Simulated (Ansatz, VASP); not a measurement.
## One calculation of TiAl, two programs

Contents of INCAR:

```
PREC     = Accurate       # precision mode
ENCUT    = 520            # plane-wave cutoff, eV
EDIFF    = 1E-7           # SCF threshold, eV
ISMEAR   = 0              # smearing method
SIGMA    = 0.15           # smearing width, eV
LREAL    = False          # projectors in reciprocal space
LASPH    = True           # aspherical terms in the spheres
NELM     = 60             # most SCF steps
ALGO     = Fast           # electronic algorithm
ISIF     = 2              # what is computed and relaxed
LWAVE    = False          # write WAVECAR
LCHARG   = True           # write CHGCAR
GGA      = PE             # functional
LELF     = True           # ELF
LVHAR    = True         
NBANDS   = 14             # bands
```

Contents of KPOINTS:

```
regular mesh
0
Gamma
  16 16 16
```

The input POSCAR:

```
TiAl
1.0
    2.9247388800      0.0000000000      0.0000000000
    0.0000000000      2.9247388800      0.0000000000
    0.0000000000      0.0000000000      3.0519014400
Ti Al
1 1
Direct
    0.0000000000      0.0000000000      0.0000000000
    0.5000000000      0.5000000000      0.5000000000
```

Input for Ansatz:

```yaml
crystal:
  lattice:
    - [2.92473888, 0.0, 0.0]
    - [0.0, 2.92473888, 0.0]
    - [0.0, 0.0, 3.05190144]
  atoms:
    - { symbol: Ti, position: [0.0, 0.0, 0.0] }
    - { symbol: Al, position: [0.5, 0.5, 0.5] }
basis:
  ecutwfc: 420
kpoints:
  mp_grid: { grid: [16, 16, 16] }
hamiltonian:
  xc: pbe
scf:
  occupations: { method: gaussian, width: 0.15 }
output:
  forces: true
  stress: true
  eigenvalues: true
```

Change from the starting cell: strain -0.080 along x and y, -0.040 along z, atoms carried along.

Alike in both runs: task single point; functional PBE; k mesh 16 × 16 × 16; occupations gaussian, width 0.15 eV; no spin polarisation.

|  | VASP | Ansatz |
| --- | --- | --- |
| version | VASP 6.6.1 | Ansatz 0.2.0 |
| potentials or method | VASP PAW PBE potentials, release 64 (Ti_sv, Al), cutoff 520 eV | scalar-relativistic, plane waves, PAW |
| valence electrons in the cell | 15 | 15 |

Ansatz gave:

```
gap on the k mesh at the Fermi level (eV)                     : none
pressure (GPa)                                                : 36.5
traceless stress, the component that is largest in VASP (GPa) : 2.27
```

Which values does VASP return?

gap on the k mesh at the Fermi level (eV): none; pressure (GPa): 36.3; traceless stress, the component that is largest in VASP (GPa): 2.27.

A gap of «none» marks a metal or a gap that the smearing closes. Both programs put the cell under a high pressure, so it lies far from rest at this level.
